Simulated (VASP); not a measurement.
# N in VASP: a series of runs

Runs on N. Level: PBE+D3(BJ). Tasks: single point.

Program: VASP 6.6.1. These are calculated values, not measurements. Logs are shortened: lines on timing, memory, paths and dates and some standing lists are left out, and cuts for length are marked.

## Step 1: The cell of the first run

The cell holds a disordered packing, 24 atoms: a = 8.862 Å, b = 8.862 Å, c = 8.862 Å, α = 90.00°, β = 90.00°, γ = 90.00°.

## Step 2: Single point, PBE+D3(BJ)

File INCAR:

```
SYSTEM = N
PREC = Accurate
ENCUT = 910
EDIFF = 1E-6
ISMEAR = -1
SIGMA = 0.05
LREAL = Auto
LASPH = .True.
NELM = 120
ALGO = Normal
ISIF = 2
LWAVE = .False.
LCHARG = .True.
GGA = PE
IVDW = 12
LELF = .True.
LVHAR = .True.
NBANDS = 78
GGA_COMPAT = .False.
```

File KPOINTS:

```
Automatic mesh
0
Gamma
  1 1 1
  0 0 0
```

File POSCAR:

```
N
1.0
    8.8620950000      0.0000000000      0.0000000000
    0.0000000000      8.8620950000      0.0000000000
    0.0000000000      0.0000000000      8.8620950000
N
24
Direct
    0.1442278813      0.3698865634      0.3116938651
    0.1813638524      0.3801345639      0.1933328225
   -0.0865985298      1.0599129419      0.2067806429
   -0.1511419375      0.9741578257      0.2698195893
    0.7826123773      0.6243362612      0.5284674797
    0.8616294854      0.6221308705      0.4323729968
    0.1254868836      0.9584758002      0.5354361133
    0.1366239326      0.8374586349      0.5628684107
    0.7335819881      0.8935644741      0.8943473824
    0.8081486679      0.9007729826      0.7950779411
    0.4335808783      0.6363720099      0.3560950885
    0.4268470931      0.7317360965      0.2763206538
    0.7066244589      0.3004697478      0.7420171630
    0.8006392138      0.2635896657      0.6693978191
    0.8544968288      0.5377005579      1.0494834318
    0.9122328400      0.5529858461      0.9403076987
    0.5797893965      0.2937722658      0.1632195405
    0.6170306271      0.3146728366      0.2800878910
    0.4961029962      0.0037079634      0.6017713405
    0.5271563840      0.0209476802      0.4825168199
    0.4641492287      0.5818459277      0.9174543071
    0.4350717494      0.5943748885      0.7971295540
    0.1653597753      0.8367134147      1.0177013771
    0.2084010286      0.9225882806      0.9385421713
```

Potentials or basis: VASP PAW PBE potentials, release 64 (N_h).

The run is started by

```
cat potpaw_PBE.64/N_h/POTCAR > POTCAR
mpirun -np 1 vasp_gam > vasp.out
```

OUTCAR:

```text
SYSTEM = N
   PREC = Accurate
   ENCUT = 910
   EDIFF = 1E-6
   ISMEAR = -1
   LREAL = Auto
   LASPH = .True.
   NELM = 120
   ISIF = 2
   GGA = PE
   IVDW = 12
 IVDW          = 12

 ion  position               nearest neighbor table
   1  0.144  0.370  0.312-   2 1.10
   2  0.181  0.380  0.193-   1 1.10
   3  0.913  0.060  0.207-   4 1.10
   4  0.849  0.974  0.270-   3 1.10
   5  0.783  0.624  0.528-   6 1.10
   6  0.862  0.622  0.432-   5 1.10
[... 16 lines left out ...]
  23  0.165  0.837  0.018-  24 1.10
  24  0.208  0.923  0.939-  23 1.10

  LATTYP: Found a simple cubic cell.
 ALAT       =     8.8620950000

  Lattice vectors:

 A1 = (   8.8620950000,   0.0000000000,   0.0000000000)
 A2 = (   0.0000000000,   8.8620950000,   0.0000000000)
 A3 = (   0.0000000000,   0.0000000000,   8.8620950000)

Analysis of symmetry for initial positions (statically):
=====================================================================
 Subroutine PRICEL returns:
 Original cell was already a primitive cell.

 Routine SETGRP: Setting up the symmetry group for a
 simple cubic supercell.

 Subroutine GETGRP returns: Found  1 space group operations
 (whereof  1 operations were pure point group operations)
 out of a pool of 48 trial point group operations.

The static configuration has the point symmetry C_1 .

Analysis of symmetry for dynamics (positions and initial velocities):
=====================================================================
 Subroutine PRICEL returns:
 Original cell was already a primitive cell.

 Routine SETGRP: Setting up the symmetry group for a
 simple cubic supercell.

 Subroutine GETGRP returns: Found  1 space group operations
 (whereof  1 operations were pure point group operations)
 out of a pool of 48 trial point group operations.

The dynamic configuration has the point symmetry C_1 .

 Subroutine INISYM returns: Found  1 space group operations
 (whereof  1 operations are pure point group operations),
 and found     1 'primitive' translations

----------------------------------------------------------------------------------------
[... 112 lines left out ...]
   NELM   =    120;   NELMIN=  2; NELMDL= -5     # of ELM steps
   EDIFF  = 0.1E-05   stopping-criterion for ELM
   LREAL  =      T    real-space projection
   EDIFFG = 0.1E-04   stopping-criterion for IOM
   NSW    =      0    number of steps for IOM
   IBRION =     -1    ionic relax: 0-MD 1-quasi-New 2-CG
   NFREE  =      0    steps in history (QN), initial steepest desc. (CG)
   ISIF   =      2    stress and relaxation
   ISYM   =      2    0-nonsym 1-usesym 2-fastsym
   POTIM  = 0.5000    time-step for ionic-motion
   TEBEG  =    0.0;   TEEND  =   0.0 temperature during run
   PSTRESS=    0.0 pullay stress
   NELECT =     120.0000    total number of electrons
   NUPDOWN=      -1.0000    fix difference up-down
   EMIN   =  10.00;   EMAX   =-10.00  energy-range for DOS
   EFERMI =   0.00;   METHOD = LEGACY
   ISMEAR =    -1;   SIGMA  =   0.05  broadening in eV -4-tet -1-fermi 0-gaus
   EFERMI_NEDOS =   21; number of points for ismear=-14 and -15
   IALGO  =     38    algorithm
   IMIX   =      4    mixing-type and parameters
     AMIX     =   0.40;   BMIX     =  1.00
     AMIX_MAG =   1.60;   BMIX_MAG =  1.00
  volume/ion in A,a.u.               =      29.00       195.70
  Fermi-wavevector in a.u.,A,eV,Ry     =   0.911169  1.721859 11.295946  0.830229
  Thomas-Fermi vector in A             =   2.035417
   LORBIT       =      0    0 simple, 1 ext, 2 COOP (PROOUT), +10 PAW based schemes
   GGA     = PE    functional components
   LHFCALC =     F    Hartree Fock is set to
   AEXX    =    0.0000 exact exchange contribution
   IVDW    =    12    specifies the selected vdW correction
   LEPSILON=     F    determine dielectric tensor
   LRPA    =     F    only Hartree local field effects (RPA)
 non-spin polarized calculation
  energy-cutoff  :      910.00
  volume of cell :      696.00
 maximum number of plane-waves:     21754
 NGX is ok and might be reduce to    90
   NGX = 43   NGY = 43   NGZ = 43

 number of electron     120.0000000 magnetization

 Free energy of the ion-electron system (eV)
  ---------------------------------------------------
  ext. energy  EPLUGINS =         0.00000000
  ---------------------------------------------------
  free energy    TOTEN  =      -201.92447146 eV

  energy without entropy =     -201.92447146  energy(sigma->0) =     -201.92447146

 E-fermi :  -5.8786     XC(G=0):  -5.5217

 val. band max:       -7.1151516752   @ k =   0.0000   0.0000   0.0000
 cond. band min:       0.4389521175   @ k =   0.0000   0.0000   0.0000
 fundamental gap:      7.5541037926
 Fermi energy:        -5.8786348483

 k-point     1 :       0.0000    0.0000    0.0000
  band No.  band energies     occupation
      1     -25.4203      2.00000
      2     -25.3542      2.00000
      3     -25.3478      2.00000
      4     -25.3159      2.00000
      5     -25.3081      2.00000
      6     -25.2899      2.00000
[... 64 lines left out ...]
     71       0.8373      0.00000
     72       0.9057      0.00000
 [bands above 72 left out]

------------------------ aborting loop because EDIFF is reached ----------------------------------------

 Edisp (eV)   -0.99912

 E8    (eV) :    -0.2363

  FORCE on cell =-STRESS in cart. coord.  units (eV):
  Direction    XX          YY          ZZ          XY          YZ          ZX
  --------------------------------------------------------------------------------------
  -------------------------------------------------------------------------------------
  Total      -0.97038    -1.17228    -1.43229     0.02309     0.22749     0.25411
  in kB      -2.23378    -2.69856    -3.29710     0.05316     0.52368     0.58496
  external pressure =       -2.74 kB  Pullay stress =        0.00 kB

 VOLUME and BASIS-vectors are now :
 -----------------------------------------------------------------------------
  energy-cutoff  :      910.00
  volume of cell :      696.00
      direct lattice vectors                 reciprocal lattice vectors
     8.862095000  0.000000000  0.000000000     0.112840135  0.000000000  0.000000000
     0.000000000  8.862095000  0.000000000     0.000000000  0.112840135  0.000000000
     0.000000000  0.000000000  8.862095000     0.000000000  0.000000000  0.112840135

 POSITION                                       TOTAL-FORCE (eV/Angst)
 -----------------------------------------------------------------------------------
      1.27816      3.27797      2.76226         0.021258     -0.006675     -0.060455
      1.60726      3.36879      1.71333        -0.023326     -0.010683      0.071608
      8.09465      0.53095      1.83251        -0.067417     -0.067016      0.043206
      7.52266      8.63308      2.39117         0.054322      0.067113     -0.042790
      6.93559      5.53293      4.68333         0.019813      0.003844     -0.030073
      7.63584      5.51338      3.83173        -0.024862     -0.006295      0.028754
[... 16 lines left out ...]
      1.46543      7.41503      0.15687         0.027116      0.061720     -0.047621
      1.84687      8.17606      8.31745        -0.020688     -0.056801      0.052190
 -----------------------------------------------------------------------------------
    total drift:                               -0.011574     -0.011219      0.007084

  FREE ENERGIE OF THE ION-ELECTRON SYSTEM (eV)
  ---------------------------------------------------
  free  energy   TOTEN  =      -202.9235931560 eV

  energy  without entropy=     -202.9235931559  energy(sigma->0) =     -202.92359316
```

OSZICAR:

```text
N       E                     dE             d eps       ncg     rms          rms(c)
DAV:   1     0.160951883272E+04    0.16095E+04   -0.77503E+04   156   0.210E+03
DAV:   2     0.142926413216E+03   -0.14666E+04   -0.14098E+04   210   0.372E+02
DAV:   3    -0.196903129402E+03   -0.33983E+03   -0.33849E+03   192   0.186E+02
DAV:   4    -0.212251120088E+03   -0.15348E+02   -0.15175E+02   200   0.445E+01
DAV:   5    -0.212768637908E+03   -0.51752E+00   -0.51684E+00   234   0.655E+00    0.226E+01
DAV:   6    -0.203981946065E+03    0.87867E+01   -0.13829E+01   178   0.122E+01    0.117E+01
DAV:   7    -0.201973134064E+03    0.20088E+01   -0.84125E+00   208   0.929E+00    0.284E+00
DAV:   8    -0.201928965844E+03    0.44168E-01   -0.66943E-01   200   0.307E+00    0.516E-01
DAV:   9    -0.201924687621E+03    0.42782E-02   -0.37250E-02   200   0.761E-01    0.177E-01
DAV:  10    -0.201924709881E+03   -0.22260E-04   -0.23673E-03   216   0.217E-01    0.661E-02
DAV:  11    -0.201924550358E+03    0.15952E-03   -0.39600E-04   232   0.110E-01    0.240E-02
DAV:  12    -0.201924516895E+03    0.33463E-04   -0.14901E-04   200   0.597E-02    0.195E-02
DAV:  13    -0.201924480092E+03    0.36803E-04   -0.44149E-05   208   0.373E-02    0.700E-03
DAV:  14    -0.201924471741E+03    0.83506E-05   -0.19519E-05   248   0.268E-02    0.493E-03
DAV:  15    -0.201924471455E+03    0.28606E-06   -0.87698E-06   192   0.143E-02
   1 F= -.20292359E+03 E0= -.20292359E+03  d E =-.107336E-09
```

stdout:

```text
POSCAR found type information on POSCAR N
 POSCAR found :  1 types and      24 ions
 scaLAPACK will be used
 LDA part: xc-table for (Slater+PW92), standard interpolation
 POSCAR, INCAR and KPOINTS ok, starting setup
 FFT: planning ... GRIDC
 FFT: planning ... GRID_SOFT
 FFT: planning ... GRID
 WAVECAR not read
 entering main loop
```

Run time: 2.1 min. Hardware: 1 thread of Intel Xeon 6975P-C (Granite Rapids), shared host; peak memory 1.1 GiB.

Results:

```
Free energy                : -202.9236 eV
Pressure                   : -0.3 GPa
Largest force              : 0.227 eV/Å
Dispersion energy per atom : -0.042 eV
```

Forces on the atoms (eV/Å):
```
N    0.021 -0.007 -0.060
N   -0.023 -0.011  0.072
N   -0.067 -0.067  0.043
N    0.054  0.067 -0.043
N    0.020  0.004 -0.030
N   -0.025 -0.006  0.029
N    0.015 -0.223  0.040
N   -0.020  0.221 -0.036
N   -0.031  0.006  0.036
N    0.030  0.001 -0.028
N   -0.005  0.091 -0.083
N    0.006 -0.089  0.077
N   -0.019  0.011  0.016
N    0.025 -0.010 -0.027
N    0.032  0.009 -0.054
N   -0.016 -0.005  0.052
N    0.000 -0.008  0.031
N   -0.010  0.007 -0.035
N    0.015 -0.005 -0.036
N   -0.017  0.004  0.040
N    0.004 -0.004 -0.014
N    0.005  0.009  0.005
N    0.027  0.062 -0.048
N   -0.021 -0.057  0.052
```

Stress tensor (GPa, compression positive):
```
-0.22  0.01  0.06
 0.01 -0.27  0.05
 0.06  0.05 -0.33
```

Caveat: the k points lie up to 0.71 Å⁻¹ apart; the cutoff is under 1.25 times the usual one of these potentials, so pressure, stress and relaxed cells hold a basis-set (Pulay) error.

## Step 3: Single point, PBE+D3(BJ)

File INCAR:

```
PREC = Accurate ; ENCUT = 910
EDIFF = 1E-6 ; ISMEAR = -1
SIGMA = 0.05 ; LREAL = Auto
LASPH = T ; NELM = 120
ALGO = Normal ; ISIF = 2
LWAVE = F ; LCHARG = F
GGA = PE ; IVDW = 12
NBANDS = 78 ; GGA_COMPAT = F
```

File KPOINTS:

```
Automatic mesh
0
Gamma
  1 1 1
```

File POSCAR:

```
N
1.0
    8.8620950000      0.0000000000      0.0000000000
    0.0000000000      8.8620950000      0.0000000000
    0.0000000000      0.0000000000      8.8620950000
N
24
Direct
    0.1500886641      0.3837467326      0.3268753043
    0.1787951946      0.4219544024      0.2087203985
   -0.0919647104      1.0448770861      0.2452241823
   -0.1583824141      0.9381416020      0.2409926772
    0.7980844259      0.5800095801      0.5425692232
    0.8503181246      0.5962021396      0.4253170385
    0.0666659520      0.9111728096      0.5063136877
    0.1467598801      0.8200656842      0.5432462640
    0.7246706337      0.9000354882      0.8657997911
    0.8334146723      0.8878374696      0.8106548169
    0.4982794700      0.6859777513      0.3328445475
    0.4137734926      0.7624043750      0.2851808743
    0.7334383123      0.3534265882      0.7235760844
    0.7774121131      0.2516447860      0.6614350219
    0.8517850463      0.5037860686      1.0658314992
    0.9111163895      0.5598450479      0.9710683535
    0.5739387808      0.3186041224      0.1522664788
    0.6094382874      0.2970967926      0.2657610870
    0.4871534327     -0.0099299319      0.6024083470
    0.5675520292      0.0176256292      0.5135805924
    0.4706674889      0.5520590786      0.9007463811
    0.4248882460      0.6009188572      0.7977684735
    0.1437357645      0.8072019088      1.0119051985
    0.1794496674      0.9248603180      0.9815963381
```

Potentials or basis: VASP PAW PBE potentials, release 64 (N_h).

The run is started by

```
cat potpaw_PBE.64/N_h/POTCAR > POTCAR
mpirun -np 1 vasp_gam > vasp.out
```

OUTCAR:

```text
PREC = Accurate
   ENCUT = 910
   EDIFF = 1E-6
   ISMEAR = -1
   LREAL = Auto
   LASPH = T
   NELM = 120
   ISIF = 2
   GGA = PE
   IVDW = 12
 IVDW          = 12

 ion  position               nearest neighbor table
   1  0.150  0.384  0.327-   2 1.13
   2  0.179  0.422  0.209-   1 1.13
   3  0.908  0.045  0.245-   4 1.11
   4  0.842  0.938  0.241-   3 1.11
   5  0.798  0.580  0.543-   6 1.15
[... 315 lines left out ...]
  -------------------------------------------------------------------------------------
  Total       0.53913    -6.93860    -1.93311    -0.83576    -0.88363     4.46362
  in kB       1.24106   -15.97250    -4.44998    -1.92390    -2.03409    10.27517
  external pressure =       -6.39 kB  Pullay stress =        0.00 kB

 VOLUME and BASIS-vectors are now :
 -----------------------------------------------------------------------------
  energy-cutoff  :      910.00
  volume of cell :      696.00
      direct lattice vectors                 reciprocal lattice vectors
     8.862095000  0.000000000  0.000000000     0.112840135  0.000000000  0.000000000
     0.000000000  8.862095000  0.000000000     0.000000000  0.112840135  0.000000000
     0.000000000  0.000000000  8.862095000     0.000000000  0.000000000  0.112840135

 POSITION                                       TOTAL-FORCE (eV/Angst)
 -----------------------------------------------------------------------------------
      1.33010      3.40080      2.89680         0.795837      1.044046     -3.228627
      1.58450      3.73940      1.84970        -0.750719     -1.059799      3.254744
      8.04709      0.39771      2.17320        -0.959037     -1.399328     -0.142379
      7.45849      8.31390      2.13570         0.837818      1.466215      0.004986
      7.07270      5.14010      4.80830         2.231546      1.043858     -5.059922
      7.53560      5.28360      3.76920        -2.126902     -0.694071      4.860181
[... 16 lines left out ...]
      1.27380      7.15350      0.10551         0.837735      2.492595     -0.601765
      1.59030      8.19620      8.69900        -0.732629     -2.445790      0.606181
 -----------------------------------------------------------------------------------
    total drift:                                0.006428      0.024173      0.004984

  FREE ENERGIE OF THE ION-ELECTRON SYSTEM (eV)
  ---------------------------------------------------
  free  energy   TOTEN  =      -202.2681025340 eV

  energy  without entropy=     -202.2681025340  energy(sigma->0) =     -202.26810253
```

It took 2.1 min on 1 thread of AMD EPYC 9R45 (Zen 5), shared host; peak memory 1.1 GiB.

What came out:

| Item | Value |
| --- | --- |
| Free energy | -202.2681 eV |
| Pressure | -0.6 GPa |
| Largest force | 5.628 eV/Å |
| Dispersion energy per atom | -0.043 eV |

Forces on the atoms (eV/Å):
```
N    0.796  1.044 -3.229
N   -0.751 -1.060  3.255
N   -0.959 -1.399 -0.142
N    0.838  1.466  0.005
N    2.232  1.044 -5.060
N   -2.127 -0.694  4.860
N    1.883 -2.039  0.974
N   -1.768  2.005 -0.820
N   -2.225  0.238  1.152
N    2.196 -0.242 -1.141
N    0.746 -0.729  0.406
N   -0.776  0.690 -0.461
N    0.989 -2.779 -1.332
N   -1.018  2.436  1.558
N    0.453  0.427 -0.668
N   -0.466 -0.425  0.606
N   -1.511  0.773 -4.684
N    1.457 -0.864  4.759
N   -1.305 -0.415  1.415
N    1.241  0.392 -1.428
N    0.758 -0.747  1.751
N   -0.787  0.831 -1.783
N    0.838  2.493 -0.602
N   -0.733 -2.446  0.606
```

Levels at points of the mesh, in eV from the Fermi level:
```tsv
k point	band 56	band 57	band 58	band 59	band 60	band 61	band 62	band 63	band 64	band 65
(0.00, 0.00, 0.00)	-1.59	-1.49	-1.44	-1.32	-1.23	5.82	5.87	6.04	6.10	6.14
```

Caveat: the k points lie up to 0.71 Å⁻¹ apart; the cutoff is under 1.25 times the usual one of these potentials, so pressure, stress and relaxed cells hold a basis-set (Pulay) error.
